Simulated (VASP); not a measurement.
# Cu (Cmcm) in VASP: further runs, part 2 of 2

VASP 6.6.1. Earlier steps stand in the parts before.

### Step 4. Single point, PBE (normal strain along x -0.1100, normal strain along y +0.0550)

INCAR

```
PREC = Accurate
ENCUT = 520
EDIFF = 1E-7
ISMEAR = 0
SIGMA = 0.15
LREAL = F
LASPH = T
NELM = 100
ALGO = Fast
ISIF = 2
LWAVE = F
LCHARG = T
GGA = PE
LELF = T
LVHAR = T
NBANDS = 18
```

KPOINTS

```
Automatic mesh
0
Gamma
  18 18 18
```

POSCAR

```
Cu
1.0
    1.1023907521     -4.2525847608      0.0000000000
    1.1023907521      4.2525847608      0.0000000000
    0.0000000000      0.0000000000      2.5142119659
Cu
2
Direct
    0.1340351705      0.8659648295      0.2500000000
    0.8659648295      0.1340351705      0.7500000000
```

Potentials or basis: VASP PAW PBE potentials, release 64 (Cu).

On the command line:

```
> cat potpaw_PBE.64/Cu/POTCAR > POTCAR
> mpirun -np 1 vasp_std > vasp.out
```

OUTCAR:

```text
PREC = Accurate
   ENCUT = 520
   EDIFF = 1E-7
   ISMEAR = 0
   LREAL = F
   LASPH = T
   NELM = 100
   ISIF = 2
   GGA = PE

 ion  position               nearest neighbor table
   1  0.134  0.866  0.250-   2 2.59   2 2.59   2 2.59   2 2.59   2 2.60   2 2.60
   2  0.866  0.134  0.750-   1 2.59   1 2.59   1 2.59   1 2.59   1 2.60   1 2.60

  LATTYP: Found a base centered orthorhombic cell.
 ALAT       =     2.2047815042
 B/A-ratio  =     3.8576019916
 C/A-ratio  =     1.1403451821

  Lattice vectors:

 A1 = (   1.1023907521,  -4.2525847608,   0.0000000000)
 A2 = (   1.1023907521,   4.2525847608,   0.0000000000)
 A3 = (   0.0000000000,   0.0000000000,   2.5142119659)

Analysis of symmetry for initial positions (statically):
=====================================================================
 Subroutine PRICEL returns:
 Original cell was already a primitive cell.

 Routine SETGRP: Setting up the symmetry group for a
 base centered orthorhombic supercell.

 Subroutine GETGRP returns: Found  8 space group operations
 (whereof  4 operations were pure point group operations)
 out of a pool of  8 trial point group operations.

The static configuration has the point symmetry C_2h.
 The point group associated with its full space group is D_2h.

Analysis of symmetry for dynamics (positions and initial velocities):
=====================================================================
 Subroutine PRICEL returns:
 Original cell was already a primitive cell.

 Routine SETGRP: Setting up the symmetry group for a
 base centered orthorhombic supercell.

 Subroutine GETGRP returns: Found  8 space group operations
 (whereof  4 operations were pure point group operations)
 out of a pool of  8 trial point group operations.

The dynamic configuration has the point symmetry C_2h.
 The point group associated with its full space group is D_2h.

 Subroutine INISYM returns: Found  8 space group operations
 (whereof  4 operations are pure point group operations),
 and found     1 'primitive' translations

----------------------------------------------------------------------------------------

                                     Primitive cell

  volume of cell :      23.5733

  direct lattice vectors                    reciprocal lattice vectors
     1.102390752 -4.252584761  0.000000000     0.453559683 -0.117575552  0.000000000
     1.102390752  4.252584761  0.000000000     0.453559683  0.117575552  0.000000000
     0.000000000  0.000000000  2.514211966     0.000000000  0.000000000  0.397738939

  length of vectors
     4.393147222  4.393147222  2.514211966     0.468551381  0.468551381  0.397738939

  position of ions in fractional coordinates (direct lattice)
     0.134035170  0.865964830  0.250000000
     0.865964830  0.134035170  0.750000000

  ion indices of the primitive-cell ions
   primitive index   ion index
                 1           1
                 2           2

----------------------------------------------------------------------------------------

 KPOINTS: Automatic mesh

Automatic generation of k-mesh.
 Grid dimensions read from file:
 generate k-points for:   18   18   18

 Generating k-lattice:

  Cartesian coordinates                     Fractional coordinates (reciprocal lattice)
     0.025197760 -0.006531975  0.000000000     0.055555556  0.000000000  0.000000000
     0.025197760  0.006531975  0.000000000     0.000000000  0.055555556  0.000000000
     0.000000000  0.000000000  0.022096608     0.000000000  0.000000000  0.055555556

  Length of vectors
     0.026030632  0.026030632  0.022096608

  Shift w.r.t. Gamma in fractional coordinates (k-lattice)
     0.000000000  0.000000000  0.000000000

 Subroutine IBZKPT returns following result:
 ===========================================

 Found    910 irreducible k-points:

 Following reciprocal coordinates:
            Coordinates               Weight
  0.000000  0.000000  0.000000      1.000000
  0.055556  0.000000  0.000000      4.000000
  0.111111  0.000000  0.000000      4.000000
  0.166667 -0.000000  0.000000      4.000000
  0.222222 -0.000000  0.000000      4.000000
  0.277778  0.000000  0.000000      4.000000
[... 16 lines left out ...]
 -0.277778  0.055556  0.000000      4.000000
 -0.222222  0.055556  0.000000      4.000000
 [... further k-points ...]
   k-points           NKPTS =    910   k-points in BZ     NKDIM =    910   number of bands    NBANDS=     18
   number of dos      NEDOS =    301   number of ions     NIONS =      2
   total plane-waves  NPLWV =  25920
   dimension x,y,z NGX =    36 NGY =   36 NGZ =   20
   dimension x,y,z NGXF=    72 NGYF=   72 NGZF=   40
   ions per type =               2
   NGX,Y,Z   is equivalent  to a cutoff of  13.62, 13.62, 13.22 a.u.
   NGXF,Y,Z  is equivalent  to a cutoff of  27.25, 27.25, 26.45 a.u.
 SYSTEM =  unknown system
   PREC   = accura    normal or accurate (medium, high low for compatibility)
   ISTART =      0    job   : 0-new  1-cont  2-samecut
   ICHARG =      2    charge: 1-file 2-atom 10-const
   ISPIN  =      1    spin polarized calculation?
   LNONCOLLINEAR =      F non collinear calculations
   LSORBIT =      F    spin-orbit coupling
   LASPH  =      T    aspherical Exc in radial PAW
   ENCUT  =  520.0 eV  38.22 Ry    6.18 a.u.   8.17  8.17  4.67*2*pi/ulx,y,z
   NELM   =    100;   NELMIN=  2; NELMDL= -5     # of ELM steps
   EDIFF  = 0.1E-06   stopping-criterion for ELM
   LREAL  =      F    real-space projection
   EDIFFG = 0.1E-05   stopping-criterion for IOM
   NSW    =      0    number of steps for IOM
   IBRION =     -1    ionic relax: 0-MD 1-quasi-New 2-CG
   NFREE  =      0    steps in history (QN), initial steepest desc. (CG)
   ISIF   =      2    stress and relaxation
   ISYM   =      2    0-nonsym 1-usesym 2-fastsym
   POTIM  = 0.5000    time-step for ionic-motion
   TEBEG  =    0.0;   TEEND  =   0.0 temperature during run
   PSTRESS=    0.0 pullay stress
   NELECT =      22.0000    total number of electrons
   NUPDOWN=      -1.0000    fix difference up-down
   EMIN   =  10.00;   EMAX   =-10.00  energy-range for DOS
   EFERMI =   0.00;   METHOD = LEGACY
   ISMEAR =     0;   SIGMA  =   0.15  broadening in eV -4-tet -1-fermi 0-gaus
   EFERMI_NEDOS =   21; number of points for ismear=-14 and -15
   IALGO  =     68    algorithm
   IMIX   =      4    mixing-type and parameters
     AMIX     =   0.40;   BMIX     =  1.00
     AMIX_MAG =   1.60;   BMIX_MAG =  1.00
  volume/ion in A,a.u.               =      11.79        79.54
  Fermi-wavevector in a.u.,A,eV,Ry     =   1.599836  3.023252 34.823793  2.559477
  Thomas-Fermi vector in A             =   2.697067
   LORBIT       =      0    0 simple, 1 ext, 2 COOP (PROOUT), +10 PAW based schemes
   GGA     = PE    functional components
   LHFCALC =     F    Hartree Fock is set to
   AEXX    =    0.0000 exact exchange contribution
   IVDW    =     0    specifies the selected vdW correction
   LEPSILON=     F    determine dielectric tensor
   LRPA    =     F    only Hartree local field effects (RPA)
 non-spin polarized calculation
 RMM-DIIS sequential band-by-band and
 Gauss-broadening in eV      SIGMA  =   0.15
  energy-cutoff  :      520.00
  volume of cell :       23.57
 maximum number of plane-waves:       654
 NGX is ok and might be reduce to    36
   NGX = 17   NGY = 17   NGZ =  9

 number of electron      22.0000002 magnetization

 Free energy of the ion-electron system (eV)
  ---------------------------------------------------
  ext. energy  EPLUGINS =         0.00000000
  ---------------------------------------------------
  free energy    TOTEN  =        -6.80170586 eV

  energy without entropy =       -6.79446557  energy(sigma->0) =       -6.79808572

 E-fermi :   7.5943     XC(G=0): -12.6904

 val. band max:        7.5903178588   @ k =   0.3889   0.3333   0.2778
 cond. band min:       7.5990402126   @ k =   0.0000   0.0000   0.1111
 fundamental gap:      0.0087223538
 Fermi energy:         7.5942750965

 k-point     1 :       0.0000    0.0000    0.0000
  band No.  band energies     occupation
      1      -1.7509      2.00000
      2       2.3262      2.00000
      3       3.0472      2.00000
      4       3.3163      2.00000
      5       4.6219      2.00000
      6       4.6538      2.00000
[... 10 lines left out ...]
     17      30.1794      0.00000
     18      31.0651      0.00000
[... 463 lines left out ...]
 k-point    24 :      -0.2222    0.0556    0.0000
  band No.  band energies     occupation
      1      -0.6876      2.00000
      2       2.8291      2.00000
      3       3.4084      2.00000
      4       3.8170      2.00000
      5       4.3076      2.00000
      6       4.7125      2.00000
[... 10 lines left out ...]
     17      27.6898      0.00000
     18      29.0991      0.00000

 [... further k-points ...]
[... 5 lines left out ...]
  --------------------------------------------------------------------------------------
  -------------------------------------------------------------------------------------
  Total        7.2205669     -0.6177124     -0.0541083      0.0000000      0.0000000      0.0000000
  in kB      490.7512947    -41.9832914     -3.6775087      0.0000000      0.0000000      0.0000000
  external PRESSURE =     148.3634982 kB  Pullay stress =       0.0000000 kB

 VOLUME and BASIS-vectors are now :
 -----------------------------------------------------------------------------
  energy-cutoff  :      520.00
  volume of cell :       23.57
      direct lattice vectors                 reciprocal lattice vectors
     1.102390752 -4.252584761  0.000000000     0.453559683 -0.117575552  0.000000000
     1.102390752  4.252584761  0.000000000     0.453559683  0.117575552  0.000000000
     0.000000000  0.000000000  2.514211966     0.000000000  0.000000000  0.397738939

 POSITION                                       TOTAL-FORCE (eV/Angst)
 -----------------------------------------------------------------------------------
      1.10239      3.11259      0.62855         0.000000      0.309821     -0.000000
      1.10239     -3.11259      1.88566         0.000000     -0.309821      0.000000
 -----------------------------------------------------------------------------------
    total drift:                                0.000000     -0.000000     -0.000000

  FREE ENERGIE OF THE ION-ELECTRON SYSTEM (eV)
  ---------------------------------------------------
  free  energy   TOTEN  =        -6.8017058576 eV

  energy  without entropy=       -6.7944655733  energy(sigma->0) =       -6.79808572
```

OSZICAR:

```text
N       E                     dE             d eps       ncg     rms          rms(c)
DAV:   1     0.123064661725E+03    0.12306E+03   -0.10545E+04 35332   0.219E+03
DAV:   2    -0.212281588504E+01   -0.12519E+03   -0.11871E+03 32866   0.288E+02
DAV:   3    -0.838097647026E+01   -0.62582E+01   -0.60122E+01 36812   0.864E+01
DAV:   4    -0.844801713638E+01   -0.67041E-01   -0.66994E-01 38552   0.966E+00
DAV:   5    -0.844896862003E+01   -0.95148E-03   -0.95145E-03 39936   0.101E+00    0.104E+01
RMM:   6    -0.736924907753E+01    0.10797E+01   -0.91165E+00 38094   0.534E+01    0.543E+00
RMM:   7    -0.682612946967E+01    0.54312E+00   -0.15702E+00 37803   0.233E+01    0.138E+00
RMM:   8    -0.680253970597E+01    0.23590E-01   -0.57208E-02 39640   0.219E+00    0.197E-01
RMM:   9    -0.680169732849E+01    0.84238E-03   -0.13646E-02 39937   0.214E+00    0.159E-01
RMM:  10    -0.680164993885E+01    0.47390E-04   -0.31806E-03 42420   0.481E-01    0.326E-02
RMM:  11    -0.680169536054E+01   -0.45422E-04   -0.55718E-04 41597   0.356E-01    0.287E-02
RMM:  12    -0.680169825749E+01   -0.28969E-05   -0.26084E-04 43586   0.164E-01    0.897E-03
RMM:  13    -0.680170532705E+01   -0.70696E-05   -0.87372E-05 48055   0.877E-02    0.299E-03
RMM:  14    -0.680170671624E+01   -0.13892E-05   -0.68093E-06 41893   0.198E-02    0.669E-03
RMM:  15    -0.680170581989E+01    0.89635E-06   -0.46371E-07 35329   0.893E-03    0.304E-03
RMM:  16    -0.680170585760E+01   -0.37705E-07   -0.20001E-07 27690   0.584E-03
   1 F= -.68017059E+01 E0= -.67980857E+01  d E =-.724028E-02
```

stdout:

```text
POSCAR found type information on POSCAR Cu
 POSCAR found :  1 types and       2 ions
 scaLAPACK will be used
 LDA part: xc-table for (Slater+PW92), standard interpolation
 POSCAR, INCAR and KPOINTS ok, starting setup
 FFT: planning ... GRIDC
 FFT: planning ... GRID_SOFT
 FFT: planning ... GRID
 WAVECAR not read
 entering main loop
WARNING in EDDRMM: call to ZHEGV failed, returncode =   8  4     16
WARNING in EDDRMM: call to ZHEGV failed, returncode =   6  3     17
WARNING in EDDRMM: call to ZHEGV failed, returncode =   6  3     15
WARNING in EDDRMM: call to ZHEGV failed, returncode =   6  3     18
WARNING in EDDRMM: call to ZHEGV failed, returncode =   6  3     17
 num prob  num prob  num prob WARNING in EDDRMM: call to ZHEGV failed, returncode =   6  3     16
 num prob  num prob WARNING in EDDRMM: call to ZHEGV failed, returncode =   6  3     18
WARNING in EDDRMM: call to ZHEGV failed, returncode =   6  3     17
 num prob WARNING in EDDRMM: call to ZHEGV failed, returncode =   6  3     16
 num prob WARNING in EDDRMM: call to ZHEGV failed, returncode =   8  4     18
```

It took 5.8 min on 1 thread of Intel Xeon Platinum 8559C (Emerald Rapids), shared host; peak memory 0.43 GiB.

Results:

- Free energy: -6.8017 eV
- Pressure: 14.8 GPa
- Largest force: 0.310 eV/Å
- Band gap on the k mesh: zero (band 11 reaches 12.44 eV, above the bottom of band 12 at 6.06 eV)

Forces in eV/Å, atoms in the order of the input:
```
Cu   0.000  0.310  0.000
Cu   0.000 -0.310  0.000
```

Stress tensor (GPa, compression positive):
```
49.08  0.00  0.00
 0.00 -4.20  0.00
 0.00  0.00 -0.37
```

Levels at points of the mesh, in eV from the Fermi level:
| k point | band 8 | band 9 | band 10 | band 11 | band 12 | band 13 | band 14 | band 15 |
| --- | --- | --- | --- | --- | --- | --- | --- | --- |
| (0.00, 0.00, 0.00) | -1.69 | -1.59 | -1.59 | -1.50 | -1.14 | 3.32 | 13.88 | 19.37 |
| (0.50, 0.00, 0.00) | -2.35 | -2.18 | -1.76 | 0.21 | 2.13 | 3.76 | 7.67 | 12.36 |
| (0.50, 0.50, 0.00) | -2.20 | -2.16 | -1.63 | -1.46 | -1.44 | 10.84 | 12.71 | 16.32 |
| (0.00, 0.00, 0.50) | -2.15 | -1.57 | -1.57 | -0.25 | -0.25 | 6.76 | 6.76 | 7.92 |
| (0.50, 0.00, 0.50) | -1.86 | -0.99 | -0.99 | 4.62 | 4.62 | 8.18 | 8.18 | 10.48 |
| (0.50, 0.50, 0.50) | -1.71 | -1.70 | -1.70 | -1.37 | -1.37 | 3.06 | 3.06 | 14.91 |

Caveat: the cell differs from its parent crystal (normal strain along x -0.1100, normal strain along y +0.0550).

### Step 5. Summary

```tsv
cell	further INCAR settings	gap on the mesh (eV)	pressure (GPa)	largest force (eV/Å)
a = 3.985, b = 3.985, c = 2.514 Å, angles 90.0, 90.0, 145.8°, 2 atoms	ALGO = Fast; EDIFF = 1e-07; NBANDS = 18	none	20.2	0.19
a = 3.818, b = 3.818, c = 2.514 Å, angles 90.0, 90.0, 140.0°, 2 atoms	ALGO = Fast; EDIFF = 1e-06; NBANDS = 18	none	14.7	0.73
a = 4.393, b = 4.393, c = 2.514 Å, angles 90.0, 90.0, 150.9°, 2 atoms	ALGO = Fast; EDIFF = 1e-07; NBANDS = 18	none	14.8	0.31
```

Alike in all rows: task single point; level PBE; potentials or basis VASP PAW PBE potentials, release 64 (Cu); no spin polarisation; k mesh 18 × 18 × 18; cutoff (eV) 520; smearing gaussian 0.15 eV.

Total energies depend on the potentials used, so only differences within one code and one set of settings carry meaning.
